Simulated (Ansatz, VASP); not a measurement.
ZnCo: VASP beside Ansatz

Contents of INCAR:

```
SYSTEM = ZnCo
PREC = Accurate ; ENCUT = 520
EDIFF = 1E-6 ; ISMEAR = -1
SIGMA = 0.1 ; LREAL = .FALSE.
LASPH = .TRUE. ; NELM = 150
ALGO = Normal ; ISIF = 2
LWAVE = .FALSE. ; LCHARG = .FALSE.
ISPIN = 2 ; MAGMOM = 0 1.8
LORBIT = 11 ; LMAXMIX = 4
NBANDS = 22
```

File KPOINTS:

```
regular mesh
0
G
  13 13 7
  0 0 0
```

File POSCAR:

```
ZnCo
1.0
    2.5630252241      0.0000000000      0.0000000000
   -1.2815126121      2.2196447410      0.0000000000
    0.0000000000      0.0000000000      4.1009628464
Zn Co
1 1
Direct
    0.6666666667      0.3333333333      0.0000000000
    0.0000000000      0.0000000000      0.5000000000
```

Input for Ansatz:

```yaml
crystal:
  lattice:
    - [2.563025224141731, 0.0, 0.0]
    - [-1.2815126120708655, 2.219644740975285, 0.0]
    - [0.0, 0.0, 4.100962846354302]
  atoms:
    - { symbol: Zn, position: [0.6666666666666666, 0.3333333333333333, 0.0] }
    - { symbol: Co, position: [0.0, 0.0, 0.5], spin: 1.8 }
basis:
  ecutwfc: 500.0
kpoints:
  mp_grid:
    grid: [13, 13, 7]
hamiltonian:
  xc: lda
magnetization:
  spin_polarized: true
scf:
  occupations:
    method: fermi_dirac
    width: 0.1
```

Alike in both runs: task single point; functional LDA; k mesh 13 × 13 × 7; occupations fermi-dirac, width 0.1 eV; collinear spin.

|  | VASP | Ansatz |
| --- | --- | --- |
| version | VASP 6.6.1 | Ansatz 0.2.0 |
| potentials or method | VASP PAW LDA potentials, release 64 (Zn, Co), cutoff 520 eV | plane waves, PAW |
| valence electrons in the cell | 21 | 29 |

|  | VASP | Ansatz | Ansatz less VASP |
| --- | --- | --- | --- |
| net moment per atom (μB) | 0.46 | 0.54 | +0.079 |
| size of the moment on the site where the two differ most (μB) | 0.97 | 1.16 | +0.184 |

LDA's correlation is that of Perdew and Zunger in VASP and of Perdew and Wang (1992) in Ansatz. Site moments also hang on the region over which each program counts them. VASP's potentials hold 21 valence electrons a cell and Ansatz's 29, so a difference there can come from the potentials and not from the codes.
